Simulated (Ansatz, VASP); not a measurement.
MgO: VASP beside Ansatz

```
Mg O
1.0
     0.00000    2.12450    2.12450
     2.12450    0.00000    2.12450
     2.12450    2.12450    0.00000
Mg O
1 1
Direct
  0.00000 0.00000 0.00000
  0.50000 0.50000 0.50000
```

Alike in both runs: task relaxation of cell and atoms; functional PBEsol; k mesh 10 × 10 × 10; occupations gaussian, width 0.02 eV; no spin polarisation.

|  | VASP | Ansatz |
| --- | --- | --- |
| version | VASP 6.6.1 | Ansatz 0.2.0 |
| potentials or method | VASP PAW PBE potentials, release 64 (Mg, O), cutoff 600 eV | scalar-relativistic, plane waves, PAW |
| valence electrons in the cell | 8 | 16 |

```csv
,VASP,Ansatz,Ansatz less VASP
"gap on the k mesh at the Fermi level, each at its own relaxed structure (eV)",4.67,4.62,-0.046
relaxed volume (Å³/atom),9.31,9.36,+0.049
relaxed cell length with the largest relative difference (Å),2.975,2.980,+0.0052
```

VASP's potentials were made for PBE, not for PBEsol, and Ansatz warns of the same on its side. VASP's potentials hold 8 valence electrons a cell and Ansatz's 16, so a difference there can come from the potentials and not from the codes.
